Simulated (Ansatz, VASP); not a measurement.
**One calculation of Li3OF, two programs**

Contents of POSCAR:

```
Li3OF
1.0
    3.6421265633      0.0000000000      0.0000000000
    0.0000000000      3.6421265633      0.0000000000
    0.0000000000      0.0000000000      3.6421265633
F O Li
1 1 3
Direct
    0.0000000000      0.0000000000      0.0000000000
    0.5000000000      0.5000000000      0.5000000000
    0.5000000000      0.5000000000      0.0000000000
    0.5000000000      0.0000000000      0.5000000000
    0.0000000000      0.5000000000      0.5000000000
```

The input INCAR.step1:

```
PREC = Accurate
ENCUT = 520
ISMEAR = 0
SIGMA = 0.01
LREAL = False
LASPH = True
NELM = 80
NBANDS = 19
GGA = PE
ALGO = Normal
EDIFF = 1E-4
LWAVE = True
LCHARG = False
```

INCAR.step2

```
PREC = Accurate
ENCUT = 520
EDIFF = 1E-6
ISMEAR = 0
SIGMA = 0.01
LREAL = False
LASPH = True
NELM = 80
ALGO = Normal
ISIF = 2
LWAVE = False
LCHARG = False
METAGGA = R2SCAN
LMIXTAU = True
NBANDS = 19
ISTART = 1
```

The input KPOINTS:

```
Automatic mesh
0
Gamma
  8 8 8
```

Input for Ansatz:

```yaml
crystal:
  lattice:
    - [3.6421265633, 0.0, 0.0]
    - [0.0, 3.6421265633, 0.0]
    - [0.0, 0.0, 3.6421265633]
  atoms:
    - { symbol: F, position: [0.0, 0.0, 0.0] }
    - { symbol: O, position: [0.5, 0.5, 0.5] }
    - { symbol: Li, position: [0.5, 0.5, 0.0] }
    - { symbol: Li, position: [0.5, 0.0, 0.5] }
    - { symbol: Li, position: [0.0, 0.5, 0.5] }
kpoints:
  mp_grid: { grid: [8, 8, 8] }
  band_path:
    path:
      - [0.0, 0.0, 0.0]
      - [0.0, 0.5, 0.0]
      - [0.5, 0.5, 0.0]
      - [0.5, 0.5, 0.5]
      - [0.0, 0.5, 0.5]
    npoints: 1
hamiltonian:
  xc: r2scan
scf:
  occupations: { method: fixed }
  n_extra_bands: 5
output:
  forces: true
  stress: true
  eigenvalues: true
```

Alike in both runs: task single point; functional r2SCAN; k mesh 8 × 8 × 8; no spin polarisation.

|  | VASP | Ansatz |
| --- | --- | --- |
| version | VASP 6.6.1 | Ansatz 0.2.0 |
| potentials or method | VASP PAW PBE potentials, release 64 (F, O, Li_sv) | plane waves, PAW |
| plane-wave cutoff (eV) | 520 | 500 |
| occupations | gaussian, width 0.01 eV | fixed |
| valence electrons in the cell | 22 | 22 |

Ansatz gave:

- gap on the k mesh at the Fermi level (eV): 5.60

Estimate VASP's values.

gap on the k mesh at the Fermi level (eV): 5.61.

VASP's potentials were made for PBE, not for r2SCAN.

Noted on VASP's run: the cutoff is short for stress, so the pressure is rough.
